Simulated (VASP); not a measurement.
Here is a VASP 6.6.1 calculation.

Contents of INCAR:

```
ALGO = Normal
EDIFF = 1E-7
ENCUT = 520
GGA = PE
ISIF = 2
ISMEAR = 0
LASPH = T
LCHARG = T
LELF = T
LREAL = F
LVHAR = T
LWAVE = F
NBANDS = 22
NELM = 80
PREC = Accurate
SIGMA = 0.1
```

The input KPOINTS:

```
k-points
0
Gamma
  6 6 4
```

Contents of POSCAR:

```
Li2CaO2
1.0
    3.4790883300      0.0000000000      0.0000000000
   -1.7395441700      3.0129788800      0.0000000000
    0.0000000000      0.0000000000      6.4392901400
Li Ca O
2 1 2
Direct
    0.0000000000      0.0000000000      0.8337046000
    0.0000000000      0.0000000000      0.1662954000
    0.0000000000      0.0000000000      0.5000000000
    0.3333333300      0.6666666700      0.5000000000
    0.6666666700      0.3333333300      0.5000000000
```

Potentials or basis: VASP PAW PBE potentials, release 64 (Li_sv, Ca_sv, O).

Command:

```console
$ cat potpaw_PBE.64/Li_sv/POTCAR potpaw_PBE.64/Ca_sv/POTCAR potpaw_PBE.64/O/POTCAR > POTCAR
$ mpirun -np 1 vasp_std > vasp.out
```

What does it give for the largest force?

0.665 eV/Å.

Predict the band gap on the k mesh.

zero (band 14 reaches 3.95 eV, above the bottom of band 15 at 2.71 eV).

Forces on the atoms (eV/Å):
```
Li   0.000  0.000  0.665
Li   0.000  0.000 -0.665
Ca   0.000  0.000  0.000
O    0.000  0.000  0.000
O    0.000  0.000  0.000
```
